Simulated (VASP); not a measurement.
Set up this calculation in VASP 6.6.1, as the native input.

| Item | Value |
| --- | --- |
| Task | single point |
| Functional | PBE |
| Dispersion | D3(BJ) |
| Potentials or basis | VASP PAW PBE potentials, release 64 (Te, Ti_sv) |
| Cutoff | 520 eV |
| k mesh | 8 × 8 × 4 |
| Occupations | fermi-dirac, width 0.05 eV |
| Spin | no spin polarisation |
| Dipole correction | no |
| Further INCAR settings | ALGO = Normal; EDIFF = 1e-06; NBANDS = 19 |

The structure of TiTe2 lies in POSCAR:

```
TiTe2
1.0
    3.7770000000      0.0000000000      0.0000000000
   -1.8885000000      3.2709779501      0.0000000000
    0.0000000000      0.0000000000      6.4980000000
Te Ti
2 1
Direct
    0.3333333333      0.6666666667      0.7372000000
    0.6666666667      0.3333333333      0.2628000000
    0.0000000000      0.0000000000      0.0000000000
```

The input as run:

INCAR

```
ALGO = Normal
EDIFF = 1E-6
ENCUT = 520
GGA = PE
ISIF = 2
ISMEAR = -1
IVDW = 12
LASPH = True
LCHARG = True
LELF = True
LREAL = False
LVHAR = True
LWAVE = False
NBANDS = 19
NELM = 80
PREC = Accurate
SIGMA = 0.05
```

KPOINTS

```
k-points
0
Gamma
  8 8 4
```

Potentials or basis: VASP PAW PBE potentials, release 64 (Te, Ti_sv).

Run with:

```bash
$ cat potpaw_PBE.64/Te/POTCAR potpaw_PBE.64/Ti_sv/POTCAR > POTCAR
$ mpirun -np 1 vasp_std > vasp.out
```

It gave:

* Pressure: -2.1 GPa
* Largest force: 0.027 eV/Å
* Band gap on the k mesh: zero (band 12 reaches 7.21 eV, above the bottom of band 13 at 6.55 eV)
* Dispersion energy per atom: -0.492 eV

Caveat: three body term missing; spin-orbit coupling is left out, which moves the levels of the heavy elements.

Wall time 23 s on 1 thread of Intel(R) Xeon(R) 6975P-C (Granite Rapids), on a shared host, peak memory 0.22 GiB.
